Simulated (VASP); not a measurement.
The system is RbCl.

```
Rb Cl
1.0
     0.00000    3.27400    3.27400
     3.27400    0.00000    3.27400
     3.27400    3.27400    0.00000
Rb Cl
1 1
Direct
  0.00000 0.00000 0.00000
  0.50000 0.50000 0.50000
```

* Program: VASP 6.6.1
* Task: relaxation of cell and atoms
* Functional: PBE
* Potentials or basis: VASP PAW PBE potentials, release 64 (Rb_sv, Cl)
* Cutoff: 500 eV
* k mesh: 12 × 12 × 12
* Occupations: methfessel-paxton, width 0.05 eV
* Spin: no spin polarisation

At the start: pressure 1.2 GPa; volume 35.09 Å³/atom.

**Question.** Where does the relaxation end?

**Answer.** Over 3 steps the energy falls by 8.2 meV/atom and the volume is 37.67 Å³/atom (+7.3 %); space group Fm-3m (No. 225, to 0.1 Å) before and after.

The path:
```csv
step,energy change (eV),largest force (eV/Å),pressure (GPa),volume (Å³)
1,0.0000,0.0000,1.15,70.19
2,-0.0131,0.0000,0.48,72.78
3,-0.0164,0.0000,-0.05,75.33
```

Final structure:
```cif
data_structure
_symmetry_space_group_name_H-M 'P 1'
_symmetry_Int_Tables_number 1
_cell_length_a 4.7406
_cell_length_b 4.7406
_cell_length_c 4.7406
_cell_angle_alpha 60.000
_cell_angle_beta 60.000
_cell_angle_gamma 60.000
_cell_volume 75.33
loop_
_atom_site_label
_atom_site_type_symbol
_atom_site_fract_x
_atom_site_fract_y
_atom_site_fract_z
_atom_site_occupancy
Rb1 Rb 0.00000 0.00000 0.00000 1
Cl1 Cl 0.50000 0.50000 0.50000 1
```
